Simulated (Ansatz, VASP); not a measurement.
**Two plane-wave programs on GaN**

INCAR

```
SYSTEM = GaN
PREC = Accurate
ENCUT = 520
EDIFF = 1E-6
ISMEAR = 0
SIGMA = 0.01
LREAL = .FALSE.
LASPH = .TRUE.
NELM = 60
ALGO = Normal
ISIF = 2
LWAVE = .FALSE.
LCHARG = .TRUE.
GGA = PE
LELF = .TRUE.
LVHAR = .TRUE.
NBANDS = 26
```

File KPOINTS:

```
regular mesh
0
G
  12 12 6
  0 0 0
```

POSCAR

```
GaN
1.0
    2.9672035353      0.0000000000      0.0000000000
   -1.4836017677      2.5696736398      0.0000000000
    0.0000000000      0.0000000000      5.0329255188
Ga N
2 2
Direct
    0.0000000000      0.0000000000      0.0000000000
    0.0000000000      0.0000000000      0.5000000000
    0.3333333333      0.6666666667      0.2500000000
    0.6666666667      0.3333333333      0.7500000000
```

Input for Ansatz:

```yaml
crystal:
  lattice:
    - [2.9672035353, 0.0, 0.0]
    - [-1.4836017677, 2.5696736398, 0.0]
    - [0.0, 0.0, 5.0329255188]
  atoms:
    - { symbol: Ga, position: [0.0, 0.0, 0.0] }
    - { symbol: Ga, position: [0.0, 0.0, 0.5] }
    - { symbol: "N", position: [0.3333333333, 0.6666666667, 0.25] }
    - { symbol: "N", position: [0.6666666667, 0.3333333333, 0.75] }
kpoints:
  mp_grid: { grid: [12, 12, 6] }
  band_path:
    path:
      - [0.0, 0.0, 0.0]
      - [0.5, 0.0, 0.0]
      - [0.3333333333, 0.3333333333, 0.0]
      - [0.0, 0.0, 0.5]
      - [0.5, 0.0, 0.5]
      - [0.3333333333, 0.3333333333, 0.5]
      - [0.0, 0.148438, 0.0]
    npoints: 1
hamiltonian:
  xc: pbe
scf:
  occupations: { method: fixed }
  n_extra_bands: 5
output:
  forces: true
  stress: true
  eigenvalues: true
```

Alike in both runs: task single point; functional PBE; k mesh 12 × 12 × 6; no spin polarisation.

```csv
,VASP,Ansatz
version,VASP 6.6.1,Ansatz 0.2.0
potentials or method,"VASP PAW PBE potentials, release 64 (Ga_d, N)","plane waves, PAW"
plane-wave cutoff (eV),520,420
occupations,"gaussian, width 0.01 eV",fixed
valence electrons in the cell,36,36
```

Ansatz gave:

* gap on the k mesh at the Fermi level (eV): 1.33
* pressure (GPa): 8.2
* traceless stress, the component that is largest in VASP (GPa): 0.90

Problem. Which values does VASP return?

Solution. gap on the k mesh at the Fermi level (eV): 1.32; pressure (GPa): 9.0; traceless stress, the component that is largest in VASP (GPa): 0.93.
